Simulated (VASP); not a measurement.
**Zr3S2: single point with PBEsol**

Crystal: Zr3S2.

```
Zr S
1.0
     2.86457    1.65386    3.34883
    -2.86457    1.65386    3.34883
     0.00000   -3.30772    3.34883
Zr S
3 2
Direct
  0.16184 0.83816 0.50000
  0.50000 0.16184 0.83816
  0.83816 0.50000 0.16184
  0.33496 0.33496 0.33496
  0.66504 0.66504 0.66504
```

This cell differs from its parent crystal: strain +0.000 along x and y, -0.025 along z.

- Program: VASP 6.6.1
- Task: single point
- Functional: PBEsol
- Potentials or basis: VASP PAW PBE potentials, release 64 (Zr_sv, S)
- Cutoff: 520 eV
- k mesh: 12 × 12 × 12
- Occupations: gaussian, width 0.15 eV
- Spin: no spin polarisation

```json
{
  "Pressure": "3.9 GPa",
  "Largest force": "0.060 eV/Å",
  "Band gap on the k mesh": "zero (bands 24 and 25 overlap by 0.31 eV)"
}
```

Forces on the atoms (eV/Å):
```
Zr  -0.060  0.000  0.000
Zr   0.030 -0.052  0.000
Zr   0.030  0.052  0.000
S    0.000  0.000  0.006
S    0.000  0.000 -0.006
```

Stress tensor (GPa, compression positive):
```
2.79 0.00 0.00
0.00 2.79 0.00
0.00 0.00 6.19
```

Levels at points of the mesh, in eV from the Fermi level:
| k point | band 22 | band 23 | band 24 | band 25 | band 26 | band 27 |
| --- | --- | --- | --- | --- | --- | --- |
| (0.00, 0.00, 0.00) | -2.05 | 0.14 | 0.14 | 0.73 | 0.73 | 2.35 |
| (0.50, 0.00, 0.00) | -1.16 | -0.96 | -0.76 | -0.07 | 1.10 | 1.85 |
| (0.50, 0.50, 0.00) | -1.38 | -0.83 | -0.26 | 0.06 | 0.91 | 1.99 |
| (0.50, 0.50, 0.50) | -0.26 | -0.26 | -0.24 | 0.26 | 0.26 | 1.13 |

Run time: 3.1 min on 1 thread of Intel(R) Xeon(R) 6975P-C (Granite Rapids) (shared host), peak memory 0.53 GiB.

Caveat: the cell differs from its parent crystal (strain +0.000 along x and y, -0.025 along z); the cell stands under pressure; the PAW data sets were made with another functional, which shifts forces and pressure a little.
